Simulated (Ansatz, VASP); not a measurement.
One calculation of BaTiO3, two programs

```
Ba Ti O
1.0
     3.99541    0.00000    0.00000
     0.00000    3.99541    0.00000
     0.00000    0.00000    3.99541
Ba Ti O
1 1 3
Direct
  0.50034 0.50000 0.50000
  0.01270 0.00000 0.00000
  0.47935 0.00000 0.00000
  0.98985 0.50000 0.00000
  0.98985 0.00000 0.50000
```

Change from the starting cell: mode 1 frozen in at -0.083 Å, equal normal strain along x, y and z -0.0083.

Alike in both runs: task single point; functional PBE; k mesh 8 × 8 × 8; occupations gaussian, width 0.05 eV; no spin polarisation; Hubbard terms Ti d U = 4.0 eV.

```csv
,VASP,Ansatz
version,VASP 6.6.1,Ansatz 0.2.0
potentials or method,"VASP PAW PBE potentials, release 64 (Ba_sv, Ti_sv, O), cutoff 520 eV","scalar-relativistic, plane waves, PAW"
valence electrons in the cell,40,40
```

```tsv
	VASP	Ansatz	Ansatz less VASP
gap on the k mesh at the Fermi level (eV)	2.28	2.34	+0.063
least direct gap on the mesh (eV)	2.59	2.61	+0.022
pressure (GPa)	9.3	5.4	-3.89
traceless stress, the component that is largest in VASP (GPa)	2.02	1.62	-0.403
rms of the force components (eV/Å)	0.262	0.097	-0.1654
```

The programs project onto different local orbitals, so the same U acts differently, and such runs can settle in different states. Atom by atom the forces differ by 0.168 eV/Å (rms over components).

Neither program's run includes spin-orbit coupling.
